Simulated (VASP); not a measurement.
# TaN (R-3m) in VASP: notebook, part 2 of 2

VASP 6.6.1. The steps go on from the part before.

**4. Single point, PBEsol**

This run uses another cell than the first one, of the same volume but with other edges.

INCAR

```
SYSTEM = TaN
PREC = Accurate
ENCUT = 600
EDIFF = 1E-6
ISMEAR = 0
SIGMA = 0.15
LREAL = .FALSE.
LASPH = .TRUE.
NELM = 120
ALGO = Normal
ISIF = 2
LWAVE = .FALSE.
LCHARG = .TRUE.
GGA = PS
LELF = .TRUE.
LVHAR = .TRUE.
NBANDS = 16
GGA_COMPAT = .FALSE.
```

KPOINTS

```
Automatic mesh
0
G
  20 20 20
  0 0 0
```

POSCAR

```
TaN
1.0
    0.2734023343      2.3239198412      2.3239198412
    2.3239198412      0.2734023343      2.3239198412
    2.3239198412      2.3239198412      0.2734023343
Ta N
1 1
Direct
    0.5000000000      0.5000000000      0.5000000000
    0.0000000000      0.0000000000      0.0000000000
```

Potentials or basis: VASP PAW PBE potentials, release 64 (Ta_sv_GW, N).

Command:

```bash
$ cat potpaw_PBE.64/Ta_sv_GW/POTCAR potpaw_PBE.64/N/POTCAR > POTCAR
$ mpirun -np 1 vasp_std > vasp.out
```

OUTCAR:

```text
SYSTEM = TaN
   PREC = Accurate
   ENCUT = 600
   EDIFF = 1E-6
   ISMEAR = 0
   LREAL = .FALSE.
   LASPH = .TRUE.
   NELM = 120
   ISIF = 2
   GGA = PS

 ion  position               nearest neighbor table
   1  0.500  0.500  0.500-   2 2.20   2 2.20   2 2.20   2 2.20   2 2.20   2 2.20
   2  0.000  0.000  0.000-   1 2.20   1 2.20   1 2.20   1 2.20   1 2.20   1 2.20

  LATTYP: Found a trigonal (rhomboedric) cell.
 ALAT       =     3.2978713882
 COS(alpha) =     0.6134020619

  Lattice vectors:

 A1 = (   0.2734023343,   2.3239198412,   2.3239198412)
 A2 = (   2.3239198412,   0.2734023343,   2.3239198412)
 A3 = (   2.3239198412,   2.3239198412,   0.2734023343)

Analysis of symmetry for initial positions (statically):
=====================================================================
 Subroutine PRICEL returns:
 Original cell was already a primitive cell.

 Routine SETGRP: Setting up the symmetry group for a
 trigonal (rhombohedral) supercell.

 Subroutine GETGRP returns: Found 12 space group operations
 (whereof 12 operations were pure point group operations)
 out of a pool of 12 trial point group operations.

The static configuration has the point symmetry D_3d.

Analysis of symmetry for dynamics (positions and initial velocities):
=====================================================================
 Subroutine PRICEL returns:
 Original cell was already a primitive cell.

 Routine SETGRP: Setting up the symmetry group for a
 trigonal (rhombohedral) supercell.

 Subroutine GETGRP returns: Found 12 space group operations
 (whereof 12 operations were pure point group operations)
 out of a pool of 12 trial point group operations.

The dynamic configuration has the point symmetry D_3d.

 Subroutine INISYM returns: Found 12 space group operations
 (whereof 12 operations are pure point group operations),
 and found     1 'primitive' translations

----------------------------------------------------------------------------------------

                                     Primitive cell

  volume of cell :      20.6920

  direct lattice vectors                    reciprocal lattice vectors
     0.273402334  2.323919841  2.323919841    -0.257387599  0.230294168  0.230294168
     2.323919841  0.273402334  2.323919841     0.230294168 -0.257387599  0.230294168
     2.323919841  2.323919841  0.273402334     0.230294168  0.230294168 -0.257387599

  length of vectors
     3.297871388  3.297871388  3.297871388     0.415113458  0.415113458  0.415113458

  position of ions in fractional coordinates (direct lattice)
     0.500000000  0.500000000  0.500000000
     0.000000000  0.000000000  0.000000000

  ion indices of the primitive-cell ions
   primitive index   ion index
                 1           1
                 2           2

----------------------------------------------------------------------------------------

 KPOINTS: Automatic mesh

Automatic generation of k-mesh.
 Grid dimensions read from file:
 generate k-points for:   20   20   20

 Generating k-lattice:

  Cartesian coordinates                     Fractional coordinates (reciprocal lattice)
    -0.012869380  0.011514708  0.011514708     0.050000000  0.000000000  0.000000000
     0.011514708 -0.012869380  0.011514708     0.000000000  0.050000000  0.000000000
     0.011514708  0.011514708 -0.012869380     0.000000000  0.000000000  0.050000000

  Length of vectors
     0.020755673  0.020755673  0.020755673

  Shift w.r.t. Gamma in fractional coordinates (k-lattice)
     0.000000000  0.000000000  0.000000000

 Subroutine IBZKPT returns following result:
 ===========================================

 Found    781 irreducible k-points:

 Following reciprocal coordinates:
            Coordinates               Weight
  0.000000  0.000000  0.000000      1.000000
  0.050000  0.000000  0.000000      6.000000
  0.100000  0.000000  0.000000      6.000000
  0.150000  0.000000 -0.000000      6.000000
  0.200000  0.000000  0.000000      6.000000
  0.250000  0.000000  0.000000      6.000000
[... 16 lines left out ...]
 -0.400000  0.050000 -0.000000     12.000000
 -0.350000  0.050000  0.000000     12.000000
 [... further k-points ...]
   k-points           NKPTS =    781   k-points in BZ     NKDIM =    781   number of bands    NBANDS=     16
   number of dos      NEDOS =    301   number of ions     NIONS =      2
   total plane-waves  NPLWV =  21952
   dimension x,y,z NGX =    28 NGY =   28 NGZ =   28
   dimension x,y,z NGXF=    56 NGYF=   56 NGZF=   56
   ions per type =               1   1
   NGX,Y,Z   is equivalent  to a cutoff of  14.11, 14.11, 14.11 a.u.
   NGXF,Y,Z  is equivalent  to a cutoff of  28.23, 28.23, 28.23 a.u.
 SYSTEM =  TaN
   PREC   = accura    normal or accurate (medium, high low for compatibility)
   ISTART =      0    job   : 0-new  1-cont  2-samecut
   ICHARG =      2    charge: 1-file 2-atom 10-const
   ISPIN  =      1    spin polarized calculation?
   LNONCOLLINEAR =      F non collinear calculations
   LSORBIT =      F    spin-orbit coupling
   LASPH  =      T    aspherical Exc in radial PAW
   ENCUT  =  600.0 eV  44.10 Ry    6.64 a.u.   6.59  6.59  6.59*2*pi/ulx,y,z
   NELM   =    120;   NELMIN=  2; NELMDL= -5     # of ELM steps
   EDIFF  = 0.1E-05   stopping-criterion for ELM
   LREAL  =      F    real-space projection
   EDIFFG = 0.1E-04   stopping-criterion for IOM
   NSW    =      0    number of steps for IOM
   IBRION =     -1    ionic relax: 0-MD 1-quasi-New 2-CG
   NFREE  =      0    steps in history (QN), initial steepest desc. (CG)
   ISIF   =      2    stress and relaxation
   ISYM   =      2    0-nonsym 1-usesym 2-fastsym
   POTIM  = 0.5000    time-step for ionic-motion
   TEBEG  =    0.0;   TEEND  =   0.0 temperature during run
   PSTRESS=    0.0 pullay stress
   NELECT =      18.0000    total number of electrons
   NUPDOWN=      -1.0000    fix difference up-down
   EMIN   =  10.00;   EMAX   =-10.00  energy-range for DOS
   EFERMI =   0.00;   METHOD = LEGACY
   ISMEAR =     0;   SIGMA  =   0.15  broadening in eV -4-tet -1-fermi 0-gaus
   EFERMI_NEDOS =   21; number of points for ismear=-14 and -15
   IALGO  =     38    algorithm
   IMIX   =      4    mixing-type and parameters
     AMIX     =   0.40;   BMIX     =  1.00
     AMIX_MAG =   1.60;   BMIX_MAG =  1.00
  volume/ion in A,a.u.               =      10.35        69.82
  Fermi-wavevector in a.u.,A,eV,Ry     =   1.562782  2.953230 33.229345  2.442288
  Thomas-Fermi vector in A             =   2.665650
   LORBIT       =      0    0 simple, 1 ext, 2 COOP (PROOUT), +10 PAW based schemes
   GGA     = PS    functional components
   LHFCALC =     F    Hartree Fock is set to
   AEXX    =    0.0000 exact exchange contribution
   IVDW    =     0    specifies the selected vdW correction
   LEPSILON=     F    determine dielectric tensor
   LRPA    =     F    only Hartree local field effects (RPA)
 non-spin polarized calculation
 Gauss-broadening in eV      SIGMA  =   0.15
  energy-cutoff  :      600.00
  volume of cell :       20.69
 maximum number of plane-waves:       707
   NGX = 13   NGY = 13   NGZ = 13

 number of electron      18.0000000 magnetization

 Free energy of the ion-electron system (eV)
  ---------------------------------------------------
  ext. energy  EPLUGINS =         0.00000000
  ---------------------------------------------------
  free energy    TOTEN  =       -25.59088845 eV

  energy without entropy =      -25.58093710  energy(sigma->0) =      -25.58591277

 E-fermi :  13.5432     XC(G=0): -14.1191

 val. band max:       13.5426674432   @ k =   0.3500   0.3500   0.3000
 cond. band min:      13.5463474447   @ k =   0.2500   0.2500   0.2000
 fundamental gap:      0.0036800015
 Fermi energy:        13.5431851333

 k-point     1 :       0.0000    0.0000    0.0000
  band No.  band energies     occupation
      1     -55.4785      2.00000
      2     -21.8967      2.00000
      3     -21.4496      2.00000
      4     -21.4496      2.00000
      5      -4.8792      2.00000
      6       9.5727      2.00000
[... 8 lines left out ...]
     15      23.5315      0.00000
     16      36.1567      0.00000
[... 419 lines left out ...]
 k-point    24 :      -0.3500    0.0500    0.0000
  band No.  band energies     occupation
      1     -55.3931      2.00000
      2     -22.5105      2.00000
      3     -21.8498      2.00000
      4     -21.6608      2.00000
      5      -2.2238      2.00000
      6       4.6263      2.00000
[... 8 lines left out ...]
     15      26.0701      0.00000
     16      27.9124      0.00000

 [... further k-points ...]

------------------------ aborting loop because EDIFF is reached ----------------------------------------

  FORCE on cell =-STRESS in cart. coord.  units (eV):
  Direction    XX          YY          ZZ          XY          YZ          ZX
  --------------------------------------------------------------------------------------
  -------------------------------------------------------------------------------------
  Total        0.7781363      0.7781363      0.7781363     -0.8578323     -0.8578323     -0.8578323
  in kB       60.2510411     60.2510411     60.2510411    -66.4218960    -66.4218960    -66.4218960
  external PRESSURE =      60.2510411 kB  Pullay stress =       0.0000000 kB

 VOLUME and BASIS-vectors are now :
 -----------------------------------------------------------------------------
  energy-cutoff  :      600.00
  volume of cell :       20.69
      direct lattice vectors                 reciprocal lattice vectors
     0.273402334  2.323919841  2.323919841    -0.257387599  0.230294168  0.230294168
     2.323919841  0.273402334  2.323919841     0.230294168 -0.257387599  0.230294168
     2.323919841  2.323919841  0.273402334     0.230294168  0.230294168 -0.257387599

 POSITION                                       TOTAL-FORCE (eV/Angst)
 -----------------------------------------------------------------------------------
      2.46062      2.46062      2.46062        -0.000000     -0.000000      0.000000
      0.00000      0.00000      0.00000         0.000000      0.000000     -0.000000
 -----------------------------------------------------------------------------------
    total drift:                                0.000000      0.000000      0.000000

  FREE ENERGIE OF THE ION-ELECTRON SYSTEM (eV)
  ---------------------------------------------------
  free  energy   TOTEN  =       -25.5908884532 eV

  energy  without entropy=      -25.5809370965  energy(sigma->0) =      -25.58591277
```

Wall time 8.2 min (1 thread of Intel Xeon Platinum 8259CL at 2.50GHz (Skylake/Cascade Lake), shared host); peak memory 0.47 GiB.

What came out:

```yaml
Free_energy: -25.5909 eV
Pressure: 6.0 GPa
Band_gap_on_the_k_mesh: zero (bands 9 and 10 overlap by 2.27 eV)
```

Caveat: the cell stands under pressure; the PAW data sets were made with another functional, which shifts forces and pressure a little; spin-orbit coupling is left out, which moves the levels of the heavy elements.

**5. Single point, PBEsol**

This run uses another cell than the first one, of the same volume but with other edges.

INCAR

```
SYSTEM = TaN
PREC     = Accurate       ! precision mode
ENCUT    = 600            ! plane-wave cutoff, eV
EDIFF    = 1E-6           ! SCF threshold, eV
ISMEAR   = 0              ! smearing method
SIGMA    = 0.15           ! smearing width, eV
LREAL    = .FALSE.        ! projectors in reciprocal space
LASPH    = .TRUE.         ! aspherical terms in the spheres
NELM     = 120            ! most SCF steps
ALGO     = Normal         ! electronic algorithm
ISIF     = 2              ! what is computed and relaxed
LWAVE    = .FALSE.        ! write WAVECAR
LCHARG   = .FALSE.        ! write CHGCAR
GGA      = PS             ! functional
NBANDS   = 16             ! bands
GGA_COMPAT= .FALSE.
```

KPOINTS

```
regular mesh
0
G
  20 20 20
  0 0 0
```

POSCAR

```
TaN
1.0
    0.5311413630      2.4743414714      2.4743414714
    2.4743414714      0.5311413630      2.4743414714
    2.4743414714      2.4743414714      0.5311413630
Ta N
1 1
Direct
    0.5000000000      0.5000000000      0.5000000000
    0.0000000000      0.0000000000      0.0000000000
```

Potentials or basis: VASP PAW PBE potentials, release 64 (Ta_sv_GW, N).

Command:

```bash
$ cat potpaw_PBE.64/Ta_sv_GW/POTCAR potpaw_PBE.64/N/POTCAR > POTCAR
$ mpirun -np 1 vasp_std > vasp.out
```

OUTCAR:

```text
SYSTEM = TaN
   PREC = Accurate
   ENCUT = 600
   EDIFF = 1E-6
   ISMEAR = 0
   LREAL = .FALSE.
   LASPH = .TRUE.
   NELM = 120
   ISIF = 2
   GGA = PS

 ion  position               nearest neighbor table
   1  0.500  0.500  0.500-   2 2.24   2 2.24   2 2.24   2 2.24   2 2.24   2 2.24
   2  0.000  0.000  0.000-   1 2.24   1 2.24   1 2.24   1 2.24   1 2.24   1 2.24

  LATTYP: Found a trigonal (rhomboedric) cell.
 ALAT       =     3.5393279845
 COS(alpha) =     0.6985651702

  Lattice vectors:

 A1 = (   0.5311413630,   2.4743414714,   2.4743414714)
 A2 = (   2.4743414714,   0.5311413630,   2.4743414714)
 A3 = (   2.4743414714,   2.4743414714,   0.5311413630)

Analysis of symmetry for initial positions (statically):
=====================================================================
 Subroutine PRICEL returns:
 Original cell was already a primitive cell.

 Routine SETGRP: Setting up the symmetry group for a
 trigonal (rhombohedral) supercell.

 Subroutine GETGRP returns: Found 12 space group operations
 (whereof 12 operations were pure point group operations)
 out of a pool of 12 trial point group operations.

The static configuration has the point symmetry D_3d.

[... 160 lines left out ...]
 E-fermi :  12.5186     XC(G=0): -14.1246

 val. band max:       12.5173607958   @ k =   0.5000   0.3000   0.1500
 cond. band min:      12.5188391475   @ k =   0.2000   0.1000   0.0500
 fundamental gap:      0.0014783517
 Fermi energy:        12.5186123022

 k-point     1 :       0.0000    0.0000    0.0000
  band No.  band energies     occupation
      1     -55.7636      2.00000
      2     -22.2494      2.00000
      3     -21.4621      2.00000
      4     -21.4621      2.00000
      5      -4.7140      2.00000
      6       7.9263      2.00000
[... 433 lines left out ...]
      3     -22.0495      2.00000
      4     -21.8174      2.00000
      5      -1.9165      2.00000
      6       5.0040      2.00000
[... 8 lines left out ...]
     15      25.2523      0.00000
     16      28.9797      0.00000

 [... further k-points ...]

------------------------ aborting loop because EDIFF is reached ----------------------------------------

  FORCE on cell =-STRESS in cart. coord.  units (eV):
  Direction    XX          YY          ZZ          XY          YZ          ZX
  --------------------------------------------------------------------------------------
  -------------------------------------------------------------------------------------
  Total        1.0506583      1.0506583      1.0506583     -3.5694000     -3.5694000     -3.5694000
  in kB       81.3524006     81.3524006     81.3524006   -276.3784122   -276.3784122   -276.3784122
  external PRESSURE =      81.3524006 kB  Pullay stress =       0.0000000 kB

 VOLUME and BASIS-vectors are now :
 -----------------------------------------------------------------------------
  energy-cutoff  :      600.00
  volume of cell :       20.69
      direct lattice vectors                 reciprocal lattice vectors
     0.531141363  2.474341471  2.474341471    -0.282247492  0.232367547  0.232367547
     2.474341471  0.531141363  2.474341471     0.232367547 -0.282247492  0.232367547
     2.474341471  2.474341471  0.531141363     0.232367547  0.232367547 -0.282247492

 POSITION                                       TOTAL-FORCE (eV/Angst)
 -----------------------------------------------------------------------------------
      2.73991      2.73991      2.73991         0.000000     -0.000000      0.000000
      0.00000      0.00000      0.00000        -0.000000      0.000000     -0.000000
 -----------------------------------------------------------------------------------
    total drift:                                0.000000      0.000000      0.000000

  FREE ENERGIE OF THE ION-ELECTRON SYSTEM (eV)
  ---------------------------------------------------
  free  energy   TOTEN  =       -24.9418392423 eV

  energy  without entropy=      -24.9298217349  energy(sigma->0) =      -24.93583049
```

OSZICAR:

```text
N       E                     dE             d eps       ncg     rms          rms(c)
DAV:   1     0.114109448309E+03    0.11411E+03   -0.12284E+04 25112   0.129E+03
DAV:   2    -0.237143494436E+02   -0.13782E+03   -0.13278E+03 35912   0.335E+02
DAV:   3    -0.287108251904E+02   -0.49965E+01   -0.49874E+01 29912   0.582E+01
DAV:   4    -0.288307934174E+02   -0.11997E+00   -0.11997E+00 34584   0.608E+00
DAV:   5    -0.288340106189E+02   -0.32172E-02   -0.32172E-02 30288   0.696E-01    0.659E+01
DAV:   6    -0.251737203933E+02    0.36603E+01   -0.78489E+00 32432   0.255E+01    0.623E+01
DAV:   7    -0.249943703249E+02    0.17935E+00   -0.92730E-01 30368   0.734E+00    0.248E+01
DAV:   8    -0.249424875075E+02    0.51883E-01   -0.12069E-01 29048   0.290E+00    0.273E+00
DAV:   9    -0.249418689979E+02    0.61851E-03   -0.72699E-03 30768   0.891E-01    0.767E-01
DAV:  10    -0.249418532780E+02    0.15720E-04   -0.11686E-03 28232   0.374E-01    0.279E-01
DAV:  11    -0.249418451843E+02    0.80938E-05   -0.24340E-05 31264   0.524E-02    0.101E-01
DAV:  12    -0.249418391878E+02    0.59964E-05   -0.23174E-05 27424   0.432E-02    0.546E-02
DAV:  13    -0.249418392423E+02   -0.54462E-07   -0.32549E-07 18928   0.623E-03
   1 F= -.24941839E+02 E0= -.24935830E+02  d E =-.120175E-01
```

Run time: 4.6 min. Hardware: 1 thread of Intel Xeon Platinum 8259CL at 2.50GHz (Skylake/Cascade Lake), shared host; peak memory 0.47 GiB.

Results:

* Free energy: -24.9418 eV
* Pressure: 8.1 GPa
* Band gap on the k mesh: zero (bands 9 and 10 overlap by 1.32 eV)

Caveat: the cell stands under pressure; the PAW data sets were made with another functional, which shifts forces and pressure a little; spin-orbit coupling is left out, which moves the levels of the heavy elements.

**6. Overview**

| cell | gap on the mesh (eV) | pressure (GPa) |
| --- | --- | --- |
| a = 2.826 Å, angles 75.3°, 2 atoms | none | 3.1 |
| a = 3.011 Å, angles 63.2°, 2 atoms | none | 4.8 |
| a = 3.298 Å, angles 52.2°, 2 atoms | none | 6.0 |
| a = 3.539 Å, angles 45.7°, 2 atoms | none | 8.1 |

Alike in all rows: task single point; level PBEsol; potentials or basis VASP PAW PBE potentials, release 64 (Ta_sv_GW, N); no spin polarisation; k mesh 20 × 20 × 20; cutoff (eV) 600; smearing gaussian 0.15 eV.

Caveats: the cell stands under pressure; the PAW data sets were made with another functional, which shifts forces and pressure a little; spin-orbit coupling is left out, which moves the levels of the heavy elements.

Total energies depend on the potentials used, so only differences within one code and one set of settings carry meaning.
